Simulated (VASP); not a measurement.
Au, 4 atoms in the cell. Symmetry: P6_3/mmc, No. 194, hexagonal system. The conventional cell has a = 2.877 Å, b = 2.877 Å, c = 9.497 Å, α = 90.00°, β = 90.00°, γ = 120.00°. Within 3.8 Å of Au (site symmetry -3m) lie 12 Au at 2.88 to 2.90 Å. Within 3.8 Å of Au (site symmetry -6m2) lie 12 Au at 2.88 to 2.90 Å. 

```yaml
Program: VASP 6.6.1
Task: single point
Functional: PBEsol
Potentials_or_basis: VASP PAW PBE potentials, release 64 (Au)
Cutoff: 520 eV
k_mesh: 18 × 18 × 6
Occupations: gaussian, width 0.1 eV
Spin: no spin polarisation
Dipole_correction: no
Further_INCAR_settings: ALGO = Fast; EDIFF = 1e-06; NBANDS = 30
```

Potentials or basis: VASP PAW PBE potentials, release 64 (Au).

The run is started by

```bash
$ cat potpaw_PBE.64/Au/POTCAR > POTCAR
$ mpirun -np 1 vasp_std > vasp.out
```

Hardware: 1 thread of Intel(R) Xeon(R) 6975P-C (Granite Rapids), with other jobs on the host.

Problem. How long does it take, and how much memory?

Solution. Wall time 2 min on 1 thread of Intel(R) Xeon(R) 6975P-C (Granite Rapids), on a shared host, peak memory 0.35 GiB. Counts: scf iterations 13, k points 148.
